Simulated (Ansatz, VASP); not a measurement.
**HfN: VASP beside Ansatz**

INCAR

```
SYSTEM = HfN
PREC = Accurate ; ENCUT = 520
EDIFF = 1E-6 ; ISMEAR = -1
SIGMA = 0.03 ; LREAL = .FALSE.
LASPH = .TRUE. ; NELM = 100
ALGO = Normal ; ISIF = 2
LWAVE = .FALSE. ; LCHARG = .TRUE.
LELF = .TRUE. ; LVHAR = .TRUE.
NBANDS = 14
```

Contents of KPOINTS:

```
regular mesh
0
G
  10 10 10
  0 0 0
```

File POSCAR:

```
HfN
1.0
    0.0000000000      2.2887270932      2.2887270932
    2.2887270932      0.0000000000      2.2887270932
    2.2887270932      2.2887270932      0.0000000000
Hf N
1 1
Direct
    0.0000000000      0.0000000000      0.0000000000
    0.5000000000      0.5000000000      0.5000000000
```

Input for Ansatz:

```yaml
crystal:
  lattice:
    - [0.0, 2.2887270932, 2.2887270932]
    - [2.2887270932, 0.0, 2.2887270932]
    - [2.2887270932, 2.2887270932, 0.0]
  atoms:
    - { symbol: Hf, position: [0.0, 0.0, 0.0] }
    - { symbol: "N", position: [0.5, 0.5, 0.5] }
kpoints:
  mp_grid: { grid: [10, 10, 10] }
scf:
  occupations: { method: fermi_dirac, width: 0.03 }
hamiltonian:
  xc: lda
  pseudopotentials: { kind: all_electron, lapw: { basis_error: 0.001 } }
output:
  forces: true
  stress: true
  eigenvalues: true
```

Change from the starting cell: volume scaled by 1.04.

Alike in both runs: task single point; functional LDA; k mesh 10 × 10 × 10; occupations fermi-dirac, width 0.03 eV; no spin polarisation.

|  | VASP | Ansatz |
| --- | --- | --- |
| version | VASP 6.6.1 | Ansatz 0.2.0 |
| potentials or method | VASP PAW LDA potentials, release 64 (Hf_pv, N), cutoff 520 eV | all-electron LAPW, scalar-relativistic |

VASP gave:

* pressure (GPa): -20.0

Task: Estimate Ansatz's values.

Result: Pressure (GPa): -18.6.

LDA's correlation is that of Perdew and Zunger in VASP and of Perdew and Wang (1992) in Ansatz. Ansatz ran all-electron here, and VASP with PAW potentials.

Spin-orbit coupling is off throughout.
